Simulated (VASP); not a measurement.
Pd: single point with BLYP

Crystal: Pd.

```
CELL_PARAMETERS angstrom
2.83465 0.00000 0.00000
-1.41733 2.45488 0.00000
0.00000 0.00000 9.41110
ATOMIC_POSITIONS crystal
Pd 0.00000 0.00000 0.00000
Pd 0.00000 0.00000 0.50000
Pd 0.33333 0.66667 0.25000
Pd 0.66667 0.33333 0.75000
```

This isn't the form of Pd at room conditions, which is fcc.

```json
{
 "Program": "VASP 6.6.1",
 "Task": "single point",
 "Functional": "BLYP",
 "Potentials or basis": "VASP PAW PBE potentials, release 64 (Pd)",
 "Cutoff": "520 eV",
 "k mesh": "17 × 17 × 5",
 "Occupations": "fermi-dirac, width 0.05 eV",
 "Spin": "collinear spin",
 "Starting moments": "[0.5, 0.5, -0.5, -0.5] μB",
 "Dipole correction": "no",
 "Further INCAR settings": "ALGO = Normal; EDIFF = 1e-06; NBANDS = 32"
}
```

```yaml
Pressure: 0.3 GPa
Band_gap_on_the_k_mesh: zero (filled and empty bands overlap)
Net_moment: 0.00 μB per cell
Valence_electrons_inside_the_program's_atomic_spheres: Pd 9.29
```

Stress tensor (GPa, compression positive):
```
 0.45  0.00  0.00
 0.00  0.45  0.00
 0.00  0.00 -0.15
```

Levels at points of the mesh, in eV from the Fermi level:
Spin up:
| k point | band 17 | band 18 | band 19 | band 20 | band 21 | band 22 | band 23 | band 24 |
| --- | --- | --- | --- | --- | --- | --- | --- | --- |
| (0.00, 0.00, 0.00) | -1.28 | -0.89 | -0.89 | -0.61 | -0.61 | -0.13 | -0.13 | 1.35 |
Spin down:
```tsv
k point	band 16	band 17	band 18	band 19	band 20	band 21	band 22	band 23	band 24	band 25
(0.00, 0.00, 0.00)	-1.28	-1.28	-0.89	-0.89	-0.61	-0.61	-0.13	-0.13	1.35	6.32
```

Wall time 4.3 min on 1 thread of Intel(R) Xeon(R) Platinum 8375C CPU @ 2.90GHz (Ice Lake), with other jobs on the host, peak memory 0.41 GiB.

Caveat: the PAW data sets were made with another functional, which shifts forces and pressure a little.
